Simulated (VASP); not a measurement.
Write the native input for VASP 6.6.1 that does the following.

| Item | Value |
| --- | --- |
| Task | relaxation of cell and atoms |
| Functional | PBE |
| Potentials or basis | VASP PAW PBE potentials, release 64 (Ca_sv, Hf_pv, I) |
| Cutoff | 600 eV |
| k mesh | 8 × 8 × 8 |
| Occupations | gaussian, width 0.1 eV |
| Spin | no spin polarisation |
| Dipole correction | no |
| Further INCAR settings | ALGO = Normal; EDIFF = 1e-06; IBRION = 2; EDIFFG = -0.01; NSW = 100; ISIF = 3 |

The structure of Ca3HfI lies in POSCAR:

```
Ca3HfI
1.0
    5.7658411672      0.0000000000      0.0000000000
    0.0000000000      5.7658411672      0.0000000000
    0.0000000000      0.0000000000      5.7658411672
Ca Hf I
3 1 1
Direct
    0.0000000000      0.5000000000      0.5000000000
    0.5000000000      0.5000000000      0.0000000000
    0.5000000000      0.0000000000      0.5000000000
    0.0000000000      0.0000000000      0.0000000000
    0.5000000000      0.5000000000      0.5000000000
```

The input as run:

INCAR

```
SYSTEM = Ca3HfI
  PREC = Accurate
  ENCUT = 600
  EDIFF = 1E-6
  ISMEAR = 0
  SIGMA = 0.1
  LREAL = .False.
  LASPH = .True.
  NELM = 100
  ALGO = Normal
  ISIF = 3
  LWAVE = .False.
  LCHARG = .False.
  GGA = PE
  IBRION = 2
  NSW = 100
  EDIFFG = -0.01
```

KPOINTS

```
regular mesh
0
Gamma
  8 8 8
  0 0 0
```

Potentials or basis: VASP PAW PBE potentials, release 64 (Ca_sv, Hf_pv, I).

Command:

```bash
$ cat potpaw_PBE.64/Ca_sv/POTCAR potpaw_PBE.64/Hf_pv/POTCAR potpaw_PBE.64/I/POTCAR > POTCAR
$ mpirun -np 1 vasp_std > vasp.out
```

Results of the run:

```yaml
Relaxed_volume: 38.97 Å³/atom
Relaxed_cell: a = 5.798 Å, b = 5.798 Å, c = 5.798 Å, α = 90.00°, β = 90.00°, γ = 90.00°
Space_group_after_relaxing_to_0.05_Å: Pm-3m (No. 221)
Energy_gained_by_relaxing: 1.0 meV/atom
Ionic_steps: 2
Pressure_after_relaxing: 0.0 GPa
```

Caveat: an odd number of electrons without spin polarisation forces a metal; a magnetic or distorted state may lie lower.

Wall time 4.5 min on 1 thread of Intel(R) Xeon(R) 6975P-C (Granite Rapids), with other jobs on the host, peak memory 0.49 GiB.
